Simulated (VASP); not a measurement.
Runs of VASP 6.6.1 on Zn. The structure is that of space group R-3m (No. 166), or close to it. The cells are those of the table. 

```tsv
cell	further INCAR settings	gap on the mesh (eV)	pressure (GPa)
a = 2.714 Å, angles 68.9°, 1 atom	ALGO = Fast; EDIFF = 1e-06; NBANDS = 12	none	(c)
a = 2.524 Å, angles 86.1°, 1 atom	ALGO = Fast; EDIFF = 1e-07; NBANDS = 12	none	8.6
a = 4.181 Å, angles 30.6°, 1 atom	ALGO = Fast; EDIFF = 1e-07; NBANDS = 12	none	46.5
a = 3.045 Å, angles 51.5°, 1 atom	ALGO = Fast; EDIFF = 1e-07; NBANDS = 12	none	(b)
a = 2.566 Å, angles 93.7°, 1 atom	ALGO = Fast; EDIFF = 1e-06; NBANDS = 12	none	4.6
a = 2.757 Å, angles 68.9°, 1 atom	ALGO = Fast; EDIFF = 1e-06; NBANDS = 12	none	-5.1
a = 2.613 Å, angles 77.7°, 1 atom	ALGO = Fast; EDIFF = 1e-06; NBANDS = 12	none	(a)
a = 3.683 Å, angles 36.7°, 1 atom	ALGO = Fast; EDIFF = 1e-06; NBANDS = 12	none	26.9
```

Alike in all rows: task single point; level PBE; potentials or basis VASP PAW PBE potentials, release 64 (Zn); no spin polarisation; k mesh 22 × 22 × 22; cutoff (eV) 520; smearing gaussian 0.15 eV.

**Question.** Estimate the missing entries.

**Answer.** (a) 1.5; (b) -1.4; (c) -3.1.

Caveats: the cell stands under pressure (at least some runs); the cell stands under tension (at least some runs).

A gap of «none» marks levels without a gap at the run's occupations.
